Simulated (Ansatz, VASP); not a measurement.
HfSi3O8: VASP beside Ansatz

File INCAR:

```
SYSTEM = HfSi3O8
ALGO = Normal
EDIFF = 1E-7
ENCUT = 520
GGA = PS
ISIF = 2
ISMEAR = 0
LASPH = .TRUE.
LCHARG = .FALSE.
LREAL = .FALSE.
LWAVE = .FALSE.
NBANDS = 47
NELM = 80
PREC = Accurate
SIGMA = 0.02
```

File KPOINTS:

```
k-points
0
G
  4 4 4
  0 0 0
```

File POSCAR:

```
HfSi3O8
1.0
    3.7653040292     -3.8343518500     -0.0002810189
    3.7653040292      3.8343518500     -0.0002810189
   -0.0055413388      0.0000000000      7.5922451933
Hf Si O
1 3 8
Direct
    0.9800850504      0.0199149496      0.0000000000
    0.0234785400      0.5240264492      0.2687319324
    0.4759735508      0.9765214600      0.7312680676
    0.5226188607      0.4773811393      0.5000000000
    0.0376683317      0.8130296834      0.2063065582
    0.5368816546      0.2394060768      0.6315651398
    0.0308747002      0.3553667624      0.0898441455
    0.5412193052      0.7400279008      0.6063190908
    0.6446332376      0.9691252998      0.9101558545
    0.2599720992      0.4587806948      0.3936809092
    0.1869703166      0.9623316683      0.7936934418
    0.7605939232      0.4631183454      0.3684348602
```

Input for Ansatz:

```yaml
crystal:
  lattice:
    - [3.7653040292, -3.83435185, -0.0002810189]
    - [3.7653040292, 3.83435185, -0.0002810189]
    - [-0.0055413388, 0.0, 7.5922451933]
  atoms:
    - { symbol: Hf, position: [0.9800850504, 0.0199149496, 0.0] }
    - { symbol: Si, position: [0.02347854, 0.5240264492, 0.2687319324] }
    - { symbol: Si, position: [0.4759735508, 0.97652146, 0.7312680676] }
    - { symbol: Si, position: [0.5226188607, 0.4773811393, 0.5] }
    - { symbol: O, position: [0.0376683317, 0.8130296834, 0.2063065582] }
    - { symbol: O, position: [0.5368816546, 0.2394060768, 0.6315651398] }
    - { symbol: O, position: [0.0308747002, 0.3553667624, 0.0898441455] }
    - { symbol: O, position: [0.5412193052, 0.7400279008, 0.6063190908] }
    - { symbol: O, position: [0.6446332376, 0.9691252998, 0.9101558545] }
    - { symbol: O, position: [0.2599720992, 0.4587806948, 0.3936809092] }
    - { symbol: O, position: [0.1869703166, 0.9623316683, 0.7936934418] }
    - { symbol: O, position: [0.7605939232, 0.4631183454, 0.3684348602] }
basis:
  ecutwfc: 420
kpoints:
  mp_grid: { grid: [4, 4, 4] }
  band_path:
    path:
      - [[0.0, 0.0, 0.0], [-0.5, 0.5, 0.0], [-0.5, 0.5, 0.5], [0.0, 0.0, 0.5], [0.0, 0.0, 0.0]]
      - [[-0.5, 0.0, 0.5], [0.0, 0.0, 0.0], [-0.5, 0.0, 0.0]]
    npoints: 10
hamiltonian:
  xc: pbesol
scf:
  occupations: { method: gaussian, width: 0.02 }
  n_extra_bands: 30
output:
  forces: true
  stress: true
  eigenvalues: true
  populations: true
  dos: { projected: true, de: 0.02, nscf_kmesh: { grid: [6, 6, 6] } }
  bader: false
  write_density: true
  write_potential: true
  elf: true
  volumetric_format: npy
```

Alike in both runs: task single point; functional PBEsol; k mesh 4 × 4 × 4; occupations gaussian, width 0.02 eV; no spin polarisation.

```csv
,VASP,Ansatz
version,VASP 6.6.1,Ansatz 0.2.0
potentials or method,"VASP PAW PBE potentials, release 64 (Hf_pv, Si, O), cutoff 520 eV","scalar-relativistic, plane waves, PAW"
valence electrons in the cell,70,86
```

|  | VASP | Ansatz | Ansatz less VASP |
| --- | --- | --- | --- |
| gap on the k mesh at the Fermi level (eV) | 5.12 | 5.13 | +0.005 |
| least direct gap on the mesh (eV) | 5.12 | 5.13 | +0.003 |
| pressure (GPa) | -2.1 | -2.1 | -0.03 |
| traceless stress, the component that is largest in VASP (GPa) | -0.11 | -0.08 | +0.030 |
| rms of the force components (eV/Å) | 0.136 | 0.081 | -0.0550 |

VASP's potentials were made for PBE, not for PBEsol. Atom by atom the forces differ by 0.070 eV/Å (rms over components). The functional is the same, so the differences come from potentials, cutoffs and numerics. VASP's potentials hold 70 valence electrons a cell and Ansatz's 86, so a difference there can come from the potentials and not from the codes.

Spin-orbit coupling is off throughout.
